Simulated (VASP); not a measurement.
Input of a VASP 6.6.1 run:

The input INCAR:

```
ALGO = Normal
EDIFF = 1E-8
ENCUT = 400
GGA = PS
GGA_COMPAT = F
ISIF = 2
ISMEAR = -1
LASPH = T
LCHARG = F
LEFG = T
LREAL = F
LWAVE = F
NBANDS = 18
NELM = 120
PREC = Accurate
SIGMA = 0.02
```

KPOINTS

```
k-points
0
Gamma
  8 8 4
```

File POSCAR:

```
TaS2
1.0
    3.3165020994      0.0000000000      0.0000000000
   -1.6582510497      2.8721750698      0.0000000000
    0.0000000000      0.0000000000      5.8600000000
Ta S
1 2
Direct
    0.0000000000      0.0000000000      0.0000000000
    0.3333333333      0.6666666667      0.2500000000
    0.6666666667      0.3333333333      0.7500000000
```

Potentials or basis: VASP PAW PBE potentials, release 64 (Ta_pv, S).

Run with:

```bash
$ cat potpaw_PBE.64/Ta_pv/POTCAR potpaw_PBE.64/S/POTCAR > POTCAR
$ mpirun -np 1 vasp_std > vasp.out
```

**Question.** Estimate the largest force.

**Answer.** 1.313 eV/Å.

**Question.** Estimate the pressure.

**Answer.** 7.7 GPa.

**Question.** Predict the band gap on the k mesh.

**Answer.** Zero (an odd number of electrons rules out a gap without spin polarisation).

Electric field gradients, principal values (V/Å²):
```csv
atom,least,middle,greatest (by size)
1 Ta,72.401,72.402,-144.803
2 S,7.549,7.549,-15.099
3 S,7.549,7.549,-15.099
```

Caveat: the cell differs from its parent crystal (equal xx and yy strain of -1 %); the cell stands under pressure; without QUAD_EFG the Cq values of the log hold for a quadrupole moment of 1 mb, not for the nuclei; the PAW data sets were made with another functional, which shifts forces and pressure a little; spin-orbit coupling is left out, which moves the levels of the heavy elements; this functional lacks dispersion, which binds the layers, so the pressure and a relaxed spacing across them are unreliable.
